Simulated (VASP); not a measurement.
Input of a VASP 6.6.1 run:

Contents of INCAR:

```
SYSTEM = AgBr
PREC = Accurate
ENCUT = 500
EDIFF = 1E-7
ISMEAR = -1
SIGMA = 0.02
LREAL = .FALSE.
LASPH = .TRUE.
NELM = 120
ALGO = Normal
ISIF = 3
LWAVE = .FALSE.
LCHARG = .FALSE.
GGA = PE
IBRION = 2
NSW = 70
EDIFFG = -0.005
GGA_COMPAT = .FALSE.
NELMIN = 4
```

The input KPOINTS:

```
Automatic mesh
0
G
  9 9 9
  0 0 0
```

POSCAR

```
AgBr
1.0
    0.0000000000      2.8701500000      2.8701500000
    2.8701500000      0.0000000000      2.8701500000
    2.8701500000      2.8701500000      0.0000000000
Ag Br
1 1
Direct
    0.0000000000      0.0000000000      0.0000000000
    0.5000000000      0.5000000000      0.5000000000
```

Potentials or basis: VASP PAW PBE potentials, release 64 (Ag, Br).

The run is started by

```console
$ cat potpaw_PBE.64/Ag/POTCAR potpaw_PBE.64/Br/POTCAR > POTCAR
$ mpirun -np 1 vasp_std > vasp.out
```

(1) What does it give for the space group after relaxing (to 0.05 Å)?

(2) Predict the relaxed cell.

Results:

(1) Fm-3m (No. 225).

(2) a = 4.129 Å, b = 4.129 Å, c = 4.129 Å, α = 60.00°, β = 60.00°, γ = 60.00°.
